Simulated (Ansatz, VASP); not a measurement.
# Two plane-wave programs on Mg

The input POSCAR:

```
Mg
1.0
    0.0000000000      3.4474223776      3.4474223776
    3.4474223776      0.0000000000      3.4474223776
    3.4474223776      3.4474223776      0.0000000000
Mg
2
Direct
    0.0000000000      0.0000000000      0.0000000000
    0.2500000000      0.2500000000      0.2500000000
```

File INCAR.step1:

```
SYSTEM = Mg
  PREC = Accurate
  ENCUT = 600
  ISMEAR = 0
  SIGMA = 0.1
  LREAL = .FALSE.
  LASPH = .TRUE.
  NELM = 100
  GGA = PE
  ALGO = Normal
  EDIFF = 1E-4
  LWAVE = .TRUE.
  LCHARG = .FALSE.
```

INCAR.step2

```
SYSTEM = Mg
  PREC = Accurate
  ENCUT = 600
  EDIFF = 1E-6
  ISMEAR = 0
  SIGMA = 0.1
  LREAL = .FALSE.
  LASPH = .TRUE.
  NELM = 100
  ALGO = Normal
  ISIF = 3
  LWAVE = .FALSE.
  LCHARG = .FALSE.
  METAGGA = R2SCAN
  LMIXTAU = .TRUE.
  IBRION = 2
  NSW = 100
  EDIFFG = -0.01
  ISTART = 1
```

File KPOINTS:

```
regular mesh
0
G
  14 14 14
  0 0 0
```

Input for Ansatz:

```yaml
crystal:
  lattice:
    - [0.0, 3.4474223776, 3.4474223776]
    - [3.4474223776, 0.0, 3.4474223776]
    - [3.4474223776, 3.4474223776, 0.0]
  atoms:
    - { symbol: Mg, position: [0.0, 0.0, 0.0] }
    - { symbol: Mg, position: [0.25, 0.25, 0.25] }
basis:
  ecutwfc: 500
kpoints:
  mp_grid: { grid: [14, 14, 14] }
hamiltonian:
  xc: r2scan
scf:
  occupations: { method: gaussian, width: 0.1 }
output:
  forces: true
  stress: true
  eigenvalues: true
relax:
  adjacent_minimum: "off"
  f_tol: 0.01
  max_steps: 80
  cell: { stress_tol: 0.05 }
```

Alike in both runs: task relaxation of cell and atoms; functional r2SCAN; k mesh 14 × 14 × 14; occupations gaussian, width 0.1 eV; no spin polarisation.

```csv
,VASP,Ansatz
version,VASP 6.6.1,Ansatz 0.2.0
potentials or method,"VASP PAW PBE potentials, release 64 (Mg), cutoff 600 eV","scalar-relativistic, plane waves, PAW"
valence electrons in the cell,4,20
```

|  | VASP | Ansatz | Ansatz less VASP |
| --- | --- | --- | --- |
| gap on the k mesh at the Fermi level, each at its own relaxed structure (eV) | none | none | - |
| relaxed volume (Å³/atom) | 40.07 | 40.17 | +0.102 |
| relaxed cell length with the largest relative difference (Å) | 4.839 | 4.843 | +0.0041 |

VASP's potentials were made for PBE, not for r2SCAN. A gap of «none» marks a metal or a gap that the smearing closes. VASP's potentials hold 4 valence electrons a cell and Ansatz's 20, so a difference there can come from the potentials and not from the codes.
